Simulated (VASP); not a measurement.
Set up this calculation in VASP 6.6.1, as the native input.

- Task: single point
- Functional: PBEsol
- Potentials or basis: VASP PAW PBE potentials, release 64 (Ti_sv)
- Cutoff: 520 eV
- k mesh: 24 × 24 × 14
- Occupations: gaussian, width 0.15 eV
- Spin: no spin polarisation
- Dipole correction: no
- Further INCAR settings: ALGO = Fast; EDIFF = 1e-06; NBANDS = 19

The structure of Ti lies in POSCAR:

```
Ti
1.0
    2.8714308484      0.0000000000      0.0000000000
   -1.4357154242      2.5369690712      0.0000000000
    0.0000000000      0.0000000000      4.5909904469
Ti
2
Direct
    0.3333333333      0.6666666667      0.2500000000
    0.6666666667      0.3333333333      0.7500000000
```

This cell differs from its parent crystal: strain -0.0100 x Voigt [1, -1, 0, 0, 0, 0].

The input as run:

INCAR

```
SYSTEM = Ti
ALGO = Fast
EDIFF = 1E-6
ENCUT = 520
GGA = PS
ISIF = 2
ISMEAR = 0
LASPH = .True.
LCHARG = .False.
LREAL = .False.
LWAVE = .False.
NBANDS = 19
NELM = 80
PREC = Accurate
SIGMA = 0.15
```

KPOINTS

```
k-points
0
Gamma
  24 24 14
  0 0 0
```

Potentials or basis: VASP PAW PBE potentials, release 64 (Ti_sv).

Launch:

```console
$ cat potpaw_PBE.64/Ti_sv/POTCAR > POTCAR
$ mpirun -np 1 vasp_std > vasp.out
```

It gave:

```json
{
  "Pressure": "-0.3 GPa",
  "Largest force": "0.053 eV/Å",
  "Band gap on the k mesh": "zero (bands 12 and 13 overlap by 1.27 eV)"
}
```

Caveat: the cell differs from its parent crystal (strain -0.0100 x Voigt [1, -1, 0, 0, 0, 0]); the PAW data sets were made with another functional, which shifts forces and pressure a little.

It took 52 min on 1 thread of Oxide Virtual Turin-like Processor (shared host), peak memory 0.66 GiB.
